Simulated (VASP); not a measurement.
Crystal: NaGeCl3.

```
CELL_PARAMETERS angstrom
5.19087 0.00000 0.00000
0.00000 5.19087 0.00000
0.00000 0.00000 5.19087
ATOMIC_POSITIONS crystal
Na 0.00000 0.00000 0.00000
Ge 0.50000 0.50000 0.50000
Cl 0.50000 0.50000 0.00000
Cl 0.50000 0.00000 0.50000
Cl 0.00000 0.50000 0.50000
```

Base run:

```yaml
Program: VASP 6.6.1
Functional: r2SCAN
Potentials_or_basis: VASP PAW PBE potentials, release 64 (Na_pv, Ge_d, Cl)
Cutoff: 520 eV
k_mesh: 4 × 4 × 4
Occupations: gaussian, width 0.01 eV
Spin: no spin polarisation
```

Its results: band gap on the k mesh 0.78 eV; pressure -0.1 GPa.

Q: The run is repeated on the same cell with these changes: functional from r2SCAN to PBE; k mesh from 4 × 4 × 4 to 6 × 6 × 6. What comes out?

A: Band gap on the k mesh 0.67 eV; pressure 0.5 GPa.

Several settings changed at once.

Caveats: the PAW data sets were made with another functional, which shifts forces and pressure a little (at least some runs).

A k mesh can miss the band edges.
